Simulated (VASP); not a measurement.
# Ta2Au3 (Pm-3m) in VASP: further runs

The runs below take Ta2Au3 through single point, relaxation of cell and atoms, with PBE.

Program: VASP 6.6.1. These are calculated values, not measurements. Logs are shortened: lines on timing, memory, paths and dates and some standing lists are left out, and cuts for length are marked.

### Step 1. The cell of the first run

The structure is cubic, space group Pm-3m (No. 221). Conventional cell: a = 4.954 Å, b = 4.954 Å, c = 4.954 Å, α = 90.00°, β = 90.00°, γ = 90.00°. Ta (site symmetry m-3m) has 6 Au at 2.48 Å within 3.3 Å. Ta (site symmetry m-3m) has 12 Au at 3.50 Å and 8 Ta at 4.29 Å within 4.6 Å. Within 3.3 Å of Au (site symmetry 4/mmm) lie 2 Ta at 2.48 Å.

### Step 2. Single point, PBE

The input, INCAR:

```
PREC = Accurate ; ENCUT = 520
EDIFF = 1E-7 ; ISMEAR = 0
SIGMA = 0.1 ; LREAL = F
LASPH = T ; NELM = 100
ALGO = Normal ; ISIF = 2
LWAVE = F ; LCHARG = F
GGA = PE ; NBANDS = 36
```

The input, KPOINTS:

```
Automatic mesh
0
Gamma
  8 8 8
```

The input, POSCAR:

```
Ta2Au3
1.0
    4.9542115499      0.0000000000      0.0000000000
    0.0000000000      4.9542115499      0.0000000000
    0.0000000000      0.0000000000      4.9542115499
Ta Au
2 3
Direct
    0.5000000000      0.5000000000      0.5000000000
    0.0000000000      0.0000000000      0.0000000000
    0.0000000000      0.5000000000      0.5000000000
    0.5000000000      0.0000000000      0.5000000000
    0.5000000000      0.5000000000      0.0000000000
```

Potentials or basis: VASP PAW PBE potentials, release 64 (Ta_pv, Au).

On the command line:

```sh
cat potpaw_PBE.64/Ta_pv/POTCAR potpaw_PBE.64/Au/POTCAR > POTCAR
mpirun -np 1 vasp_std > vasp.out
```

OUTCAR:

```text
PREC = Accurate
   ENCUT = 520
   EDIFF = 1E-7
   ISMEAR = 0
   LREAL = F
   LASPH = T
   NELM = 100
   ISIF = 2
   GGA = PE

 ion  position               nearest neighbor table
   1  0.500  0.500  0.500-   3 2.48   4 2.48   5 2.48   5 2.48   4 2.48   3 2.48
   2  0.000  0.000  0.000-   3 3.50   4 3.50   5 3.50   3 3.50   4 3.50   3 3.50   5 3.50   3 3.50
                             4 3.50   5 3.50   4 3.50   5 3.50
   3  0.000  0.500  0.500-   1 2.48   1 2.48   4 3.50   5 3.50   2 3.50   5 3.50   2 3.50   4 3.50
                             2 3.50   2 3.50   4 3.50   5 3.50   5 3.50   4 3.50
   4  0.500  0.000  0.500-   1 2.48   1 2.48   3 3.50   5 3.50   2 3.50   5 3.50   2 3.50   3 3.50
                             5 3.50   5 3.50   2 3.50   3 3.50   2 3.50   3 3.50
   5  0.500  0.500  0.000-   1 2.48   1 2.48   3 3.50   4 3.50   2 3.50   3 3.50   4 3.50   2 3.50
                             4 3.50   4 3.50   2 3.50   3 3.50   3 3.50   2 3.50

  LATTYP: Found a simple cubic cell.
 ALAT       =     4.9542115499

  Lattice vectors:

 A1 = (   4.9542115499,   0.0000000000,   0.0000000000)
 A2 = (   0.0000000000,   4.9542115499,   0.0000000000)
 A3 = (   0.0000000000,   0.0000000000,   4.9542115499)

Analysis of symmetry for initial positions (statically):
=====================================================================
 Subroutine PRICEL returns:
 Original cell was already a primitive cell.

 Routine SETGRP: Setting up the symmetry group for a
 simple cubic supercell.

 Subroutine GETGRP returns: Found 48 space group operations
 (whereof 48 operations were pure point group operations)
 out of a pool of 48 trial point group operations.

The static configuration has the point symmetry O_h .

Analysis of symmetry for dynamics (positions and initial velocities):
=====================================================================
 Subroutine PRICEL returns:
 Original cell was already a primitive cell.

 Routine SETGRP: Setting up the symmetry group for a
 simple cubic supercell.

 Subroutine GETGRP returns: Found 48 space group operations
 (whereof 48 operations were pure point group operations)
 out of a pool of 48 trial point group operations.

The dynamic configuration has the point symmetry O_h .

 Subroutine INISYM returns: Found 48 space group operations
 (whereof 48 operations are pure point group operations),
 and found     1 'primitive' translations

----------------------------------------------------------------------------------------

                                     Primitive cell

  volume of cell :     121.5972

  direct lattice vectors                    reciprocal lattice vectors
     4.954211550  0.000000000  0.000000000     0.201848466  0.000000000  0.000000000
     0.000000000  4.954211550  0.000000000     0.000000000  0.201848466  0.000000000
     0.000000000  0.000000000  4.954211550     0.000000000  0.000000000  0.201848466

  length of vectors
     4.954211550  4.954211550  4.954211550     0.201848466  0.201848466  0.201848466

  position of ions in fractional coordinates (direct lattice)
     0.500000000  0.500000000  0.500000000
     0.000000000  0.000000000  0.000000000
     0.000000000  0.500000000  0.500000000
     0.500000000  0.000000000  0.500000000
     0.500000000  0.500000000  0.000000000

  ion indices of the primitive-cell ions
   primitive index   ion index
                 1           1
                 2           2
                 3           3
                 4           4
                 5           5

----------------------------------------------------------------------------------------

 KPOINTS: Automatic mesh

Automatic generation of k-mesh.
 Grid dimensions read from file:
 generate k-points for:    8    8    8

 Generating k-lattice:

  Cartesian coordinates                     Fractional coordinates (reciprocal lattice)
     0.025231058  0.000000000  0.000000000     0.125000000  0.000000000  0.000000000
     0.000000000  0.025231058  0.000000000     0.000000000  0.125000000  0.000000000
     0.000000000  0.000000000  0.025231058     0.000000000  0.000000000  0.125000000

  Length of vectors
     0.025231058  0.025231058  0.025231058

  Shift w.r.t. Gamma in fractional coordinates (k-lattice)
     0.000000000  0.000000000  0.000000000

 Subroutine IBZKPT returns following result:
 ===========================================

 Found     35 irreducible k-points:

 Following reciprocal coordinates:
            Coordinates               Weight
  0.000000  0.000000  0.000000      1.000000
  0.125000  0.000000  0.000000      6.000000
  0.250000  0.000000  0.000000      6.000000
  0.375000  0.000000  0.000000      6.000000
  0.500000  0.000000  0.000000      3.000000
  0.125000  0.125000  0.000000     12.000000
[... 16 lines left out ...]
  0.375000  0.375000  0.125000     24.000000
  0.500000  0.375000  0.125000     24.000000
 [... further k-points ...]
   k-points           NKPTS =     35   k-points in BZ     NKDIM =     35   number of bands    NBANDS=     36
   number of dos      NEDOS =    301   number of ions     NIONS =      5
   total plane-waves  NPLWV =  64000
   dimension x,y,z NGX =    40 NGY =   40 NGZ =   40
   dimension x,y,z NGXF=    80 NGYF=   80 NGZF=   80
   ions per type =               2   3
   NGX,Y,Z   is equivalent  to a cutoff of  13.42, 13.42, 13.42 a.u.
   NGXF,Y,Z  is equivalent  to a cutoff of  26.85, 26.85, 26.85 a.u.
 SYSTEM =  unknown system
   PREC   = accura    normal or accurate (medium, high low for compatibility)
   ISTART =      0    job   : 0-new  1-cont  2-samecut
   ICHARG =      2    charge: 1-file 2-atom 10-const
   ISPIN  =      1    spin polarized calculation?
   LNONCOLLINEAR =      F non collinear calculations
   LSORBIT =      F    spin-orbit coupling
   LASPH  =      T    aspherical Exc in radial PAW
   ENCUT  =  520.0 eV  38.22 Ry    6.18 a.u.   9.21  9.21  9.21*2*pi/ulx,y,z
   NELM   =    100;   NELMIN=  2; NELMDL= -5     # of ELM steps
   EDIFF  = 0.1E-06   stopping-criterion for ELM
   LREAL  =      F    real-space projection
   EDIFFG = 0.1E-05   stopping-criterion for IOM
   NSW    =      0    number of steps for IOM
   IBRION =     -1    ionic relax: 0-MD 1-quasi-New 2-CG
   NFREE  =      0    steps in history (QN), initial steepest desc. (CG)
   ISIF   =      2    stress and relaxation
   ISYM   =      2    0-nonsym 1-usesym 2-fastsym
   POTIM  = 0.5000    time-step for ionic-motion
   TEBEG  =    0.0;   TEEND  =   0.0 temperature during run
   PSTRESS=    0.0 pullay stress
   NELECT =      55.0000    total number of electrons
   NUPDOWN=      -1.0000    fix difference up-down
   EMIN   =  10.00;   EMAX   =-10.00  energy-range for DOS
   EFERMI =   0.00;   METHOD = LEGACY
   ISMEAR =     0;   SIGMA  =   0.10  broadening in eV -4-tet -1-fermi 0-gaus
   EFERMI_NEDOS =   21; number of points for ismear=-14 and -15
   IALGO  =     38    algorithm
   IMIX   =      4    mixing-type and parameters
     AMIX     =   0.40;   BMIX     =  1.00
     AMIX_MAG =   1.60;   BMIX_MAG =  1.00
  volume/ion in A,a.u.               =      24.32       164.12
  Fermi-wavevector in a.u.,A,eV,Ry     =   1.256670  2.374762 21.486579  1.579219
  Thomas-Fermi vector in A             =   2.390366
   LORBIT       =      0    0 simple, 1 ext, 2 COOP (PROOUT), +10 PAW based schemes
   GGA     = PE    functional components
   LHFCALC =     F    Hartree Fock is set to
   AEXX    =    0.0000 exact exchange contribution
   IVDW    =     0    specifies the selected vdW correction
   LEPSILON=     F    determine dielectric tensor
   LRPA    =     F    only Hartree local field effects (RPA)
 non-spin polarized calculation
 Gauss-broadening in eV      SIGMA  =   0.10
  energy-cutoff  :      520.00
  volume of cell :      121.60
 maximum number of plane-waves:      3328
 NGX is ok and might be reduce to    40
   NGX = 19   NGY = 19   NGZ = 19

 number of electron      54.9999992 magnetization

 Free energy of the ion-electron system (eV)
  ---------------------------------------------------
  ext. energy  EPLUGINS =         0.00000000
  ---------------------------------------------------
  free energy    TOTEN  =       -25.39803405 eV

  energy without entropy =      -25.35867412  energy(sigma->0) =      -25.37835408

 E-fermi :   4.9722     XC(G=0): -10.7316

 val. band max:        4.9706742645   @ k =   0.5000   0.3750   0.2500
 cond. band min:       4.9903513783   @ k =   0.1250   0.0000   0.0000
 fundamental gap:      0.0196771139
 Fermi energy:         4.9721901243

 k-point     1 :       0.0000    0.0000    0.0000
  band No.  band energies     occupation
      1     -31.1179      2.00000
      2     -31.1179      2.00000
      3     -31.1178      2.00000
      4     -30.2313      2.00000
      5     -30.2313      2.00000
      6     -30.2313      2.00000
[... 28 lines left out ...]
     35       7.7001      0.00000
     36       7.7001      0.00000

 k-point     2 :       0.1250    0.0000    0.0000
  band No.  band energies     occupation
      1     -31.1180      2.00000
      2     -31.1179      2.00000
      3     -31.1179      2.00000
      4     -30.2397      2.00000
      5     -30.2315      2.00000
      6     -30.2315      2.00000
[... 28 lines left out ...]
     35       7.6898      0.00000
     36       7.7427      0.00000

 k-point     3 :       0.2500    0.0000    0.0000
  band No.  band energies     occupation
      1     -31.1183      2.00000
      2     -31.1178      2.00000
      3     -31.1178      2.00000
      4     -30.2599      2.00000
      5     -30.2320      2.00000
      6     -30.2320      2.00000
[... 28 lines left out ...]
     35       7.7249      0.00000
     36       7.8865      0.00000
[... 742 lines left out ...]
 k-point    23 :       0.3750    0.3750    0.1250
  band No.  band energies     occupation
      1     -31.1185      2.00000
      2     -31.1185      2.00000
      3     -31.1179      2.00000
      4     -30.2812      2.00000
      5     -30.2812      2.00000
      6     -30.2419      2.00000
[... 28 lines left out ...]
     35       6.4999      0.00000
     36       8.5626      0.00000

 k-point    24 :       0.5000    0.3750    0.1250
  band No.  band energies     occupation
      1     -31.1187      2.00000
      2     -31.1185      2.00000
      3     -31.1179      2.00000
      4     -30.2895      2.00000
      5     -30.2814      2.00000
      6     -30.2421      2.00000
[... 28 lines left out ...]
     35       6.5017      0.00000
     36       8.7227      0.00000

 [... further k-points ...]
[... 5 lines left out ...]
  --------------------------------------------------------------------------------------
  -------------------------------------------------------------------------------------
  Total        0.0393194      0.0393194      0.0393194      0.0000000      0.0000000      0.0000000
  in kB        0.5180760      0.5180760      0.5180760      0.0000000      0.0000000      0.0000000
  external PRESSURE =       0.5180760 kB  Pullay stress =       0.0000000 kB

 VOLUME and BASIS-vectors are now :
 -----------------------------------------------------------------------------
  energy-cutoff  :      520.00
  volume of cell :      121.60
      direct lattice vectors                 reciprocal lattice vectors
     4.954211550  0.000000000  0.000000000     0.201848466  0.000000000  0.000000000
     0.000000000  4.954211550  0.000000000     0.000000000  0.201848466  0.000000000
     0.000000000  0.000000000  4.954211550     0.000000000  0.000000000  0.201848466

 POSITION                                       TOTAL-FORCE (eV/Angst)
 -----------------------------------------------------------------------------------
      2.47711      2.47711      2.47711         0.000000      0.000000      0.000000
      0.00000      0.00000      0.00000         0.000000      0.000000      0.000000
      0.00000      2.47711      2.47711         0.000000      0.000000      0.000000
      2.47711      0.00000      2.47711         0.000000      0.000000      0.000000
      2.47711      2.47711      0.00000         0.000000      0.000000      0.000000
 -----------------------------------------------------------------------------------
    total drift:                               -0.000000     -0.000000     -0.000000

  FREE ENERGIE OF THE ION-ELECTRON SYSTEM (eV)
  ---------------------------------------------------
  free  energy   TOTEN  =       -25.3980340466 eV

  energy  without entropy=      -25.3586741201  energy(sigma->0) =      -25.37835408
```

It took 70 s on 1 thread of Intel Xeon 6975P-C (Granite Rapids), shared host; peak memory 0.3 GiB.

What came out:

| Item | Value |
| --- | --- |
| Free energy | -25.3980 eV |
| Pressure | 0.1 GPa |

Caveat: spin-orbit coupling is left out, which moves the levels of the heavy elements.

### Step 3. Relaxation of cell and atoms, PBE

This run uses another cell than the first one, of 24.11 Å³/atom, 0.991 times its volume.

The input, INCAR:

```
  PREC = Accurate
  ENCUT = 600
  EDIFF = 1E-6
  ISMEAR = 0
  SIGMA = 0.1
  LREAL = F
  LASPH = T
  NELM = 100
  ALGO = Normal
  ISIF = 3
  LWAVE = F
  LCHARG = F
  GGA = PE
  IBRION = 2
  NSW = 100
  EDIFFG = -0.01
```

The input, KPOINTS:

```
regular mesh
0
Gamma
  8 8 8
```

Changes to POSCAR since step 2:

```diff
@@ -2,5 +2,5 @@
 1.0
-    4.9542115499      0.0000000000      0.0000000000
-    0.0000000000      4.9542115499      0.0000000000
-    0.0000000000      0.0000000000      4.9542115499
+    4.9400660300      0.0000000000      0.0000000000
+    0.0000000000      4.9400660300      0.0000000000
+    0.0000000000      0.0000000000      4.9400660300
 Ta Au
```

Potentials or basis: VASP PAW PBE potentials, release 64 (Ta_pv, Au).

On the command line:

```sh
cat potpaw_PBE.64/Ta_pv/POTCAR potpaw_PBE.64/Au/POTCAR > POTCAR
mpirun -np 1 vasp_std > vasp.out
```

Wall time 2.8 min (1 thread of Intel Xeon 6975P-C (Granite Rapids), shared host); peak memory 0.33 GiB.

It converged, with:

```
Free energy                            : -25.3976 eV
Relaxed volume                         : 24.34 Å³/atom
Relaxed cell                           : a = 4.956 Å, b = 4.956 Å, c = 4.956 Å, α = 90.00°, β = 90.00°, γ = 90.00°
Space group after relaxing (to 0.05 Å) : Pm-3m (No. 221)
Energy gained by relaxing              : 0.7 meV/atom
Ionic steps                            : 3
Pressure after relaxing                : 0.0 GPa
```

Step by step:
```tsv
step	energy change (eV)	largest force (eV/Å)	pressure (GPa)	volume (Å³)
1	0.0000	0.0000	0.93	120.56
2	0.0006	0.0000	-0.97	123.01
3	-0.0033	0.0000	0.00	121.72
```

Final structure:
```yaml
crystal:
  lattice:
    - [4.95593, 0.00000, 0.00000]
    - [0.00000, 4.95593, 0.00000]
    - [0.00000, 0.00000, 4.95593]
  atoms:
    - { symbol: Ta, position: [0.50000, 0.50000, 0.50000] }
    - { symbol: Ta, position: [0.00000, 0.00000, 0.00000] }
    - { symbol: Au, position: [0.00000, 0.50000, 0.50000] }
    - { symbol: Au, position: [0.50000, 0.00000, 0.50000] }
    - { symbol: Au, position: [0.50000, 0.50000, 0.00000] }
```

Levels at points of the mesh, in eV from the Fermi level:
```
           k point  band 25  band 26  band 27  band 28  band 29  band 30  band 31  band 32
(0.00, 0.00, 0.00)     0.31     0.31     0.31     0.68     0.68     0.68     1.09     1.09
(0.50, 0.00, 0.00)    -0.52    -0.52    -0.50    -0.21     0.15     0.63     1.04     1.04
(0.50, 0.50, 0.00)    -2.65    -0.93    -0.53    -0.34    -0.34     0.43     0.46     0.79
(0.50, 0.50, 0.50)    -2.17    -2.16    -2.16    -2.16    -0.66    -0.66     0.70     0.70
```

Caveat: spin-orbit coupling is left out, which moves the levels of the heavy elements.

### Step 4. Single point, PBE

The input, INCAR:

```
SYSTEM = Ta2Au3
ALGO = Normal ; EDIFF = 1E-7
ENCUT = 520 ; GGA = PE
ISIF = 2 ; ISMEAR = 0
LASPH = .TRUE. ; LCHARG = .FALSE.
LREAL = .FALSE. ; LWAVE = .FALSE.
NBANDS = 36 ; NELM = 100
PREC = Accurate ; SIGMA = 0.1
```

The input, KPOINTS:

```
k-points
0
G
  8 8 8
  0 0 0
```

Changes to POSCAR since step 3:

```diff
@@ -2,5 +2,5 @@
 1.0
-    4.9400660300      0.0000000000      0.0000000000
-    0.0000000000      4.9400660300      0.0000000000
-    0.0000000000      0.0000000000      4.9400660300
+    4.9542115499      0.0000000000      0.0000000000
+    0.0000000000      4.9542115499      0.0000000000
+    0.0000000000      0.0000000000      4.9542115499
 Ta Au
```

Potentials or basis: VASP PAW PBE potentials, release 64 (Ta_pv, Au).

On the command line:

```sh
cat potpaw_PBE.64/Ta_pv/POTCAR potpaw_PBE.64/Au/POTCAR > POTCAR
mpirun -np 1 vasp_std > vasp.out
```

OUTCAR:

```text
SYSTEM = Ta2Au3
   EDIFF = 1E-7
   ENCUT = 520
   GGA = PE
   ISIF = 2
   ISMEAR = 0
   LASPH = .TRUE.
   LREAL = .FALSE.
   NELM = 100
   PREC = Accurate

 ion  position               nearest neighbor table
   1  0.500  0.500  0.500-   3 2.48   4 2.48   5 2.48   5 2.48   4 2.48   3 2.48
   2  0.000  0.000  0.000-   3 3.50   4 3.50   5 3.50   3 3.50   4 3.50   3 3.50   5 3.50   3 3.50
                             4 3.50   5 3.50   4 3.50   5 3.50
[... 1140 lines left out ...]
 [... further k-points ...]
[... 5 lines left out ...]
  --------------------------------------------------------------------------------------
  -------------------------------------------------------------------------------------
  Total        0.0393194      0.0393194      0.0393194      0.0000000      0.0000000      0.0000000
  in kB        0.5180760      0.5180760      0.5180760      0.0000000      0.0000000      0.0000000
  external PRESSURE =       0.5180760 kB  Pullay stress =       0.0000000 kB

 VOLUME and BASIS-vectors are now :
 -----------------------------------------------------------------------------
  energy-cutoff  :      520.00
  volume of cell :      121.60
      direct lattice vectors                 reciprocal lattice vectors
     4.954211550  0.000000000  0.000000000     0.201848466  0.000000000  0.000000000
     0.000000000  4.954211550  0.000000000     0.000000000  0.201848466  0.000000000
     0.000000000  0.000000000  4.954211550     0.000000000  0.000000000  0.201848466

 POSITION                                       TOTAL-FORCE (eV/Angst)
 -----------------------------------------------------------------------------------
      2.47711      2.47711      2.47711         0.000000      0.000000      0.000000
      0.00000      0.00000      0.00000         0.000000      0.000000      0.000000
      0.00000      2.47711      2.47711         0.000000      0.000000      0.000000
      2.47711      0.00000      2.47711         0.000000      0.000000      0.000000
      2.47711      2.47711      0.00000         0.000000      0.000000      0.000000
 -----------------------------------------------------------------------------------
    total drift:                               -0.000000     -0.000000     -0.000000

  FREE ENERGIE OF THE ION-ELECTRON SYSTEM (eV)
  ---------------------------------------------------
  free  energy   TOTEN  =       -25.3980340466 eV

  energy  without entropy=      -25.3586741201  energy(sigma->0) =      -25.37835408
```

stdout:

```text
POSCAR found type information on POSCAR TaAu
 POSCAR found :  2 types and       5 ions
 scaLAPACK will be used
 LDA part: xc-table for (Slater+PW92), standard interpolation
 POSCAR, INCAR and KPOINTS ok, starting setup
 FFT: planning ... GRIDC
 FFT: planning ... GRID_SOFT
 FFT: planning ... GRID
 WAVECAR not read
 entering main loop
```

Run time: 80 s. Hardware: 1 thread of Intel Xeon 6975P-C (Granite Rapids), shared host; peak memory 0.31 GiB.

Results:

```yaml
Free_energy: -25.3980 eV
Pressure: 0.1 GPa
```

Levels at points of the mesh, in eV from the Fermi level:
```
           k point  band 26  band 27  band 28  band 29  band 30  band 31
(0.00, 0.00, 0.00)     0.31     0.31     0.68     0.68     0.68     1.09
(0.50, 0.00, 0.00)    -0.52    -0.50    -0.22     0.15     0.63     1.04
(0.50, 0.50, 0.00)    -0.93    -0.53    -0.34    -0.34     0.43     0.46
(0.50, 0.50, 0.50)    -2.17    -2.17    -2.17    -0.67    -0.67     0.70
```

Caveat: spin-orbit coupling is left out, which moves the levels of the heavy elements.

(Part 1 of 2 ends here.)
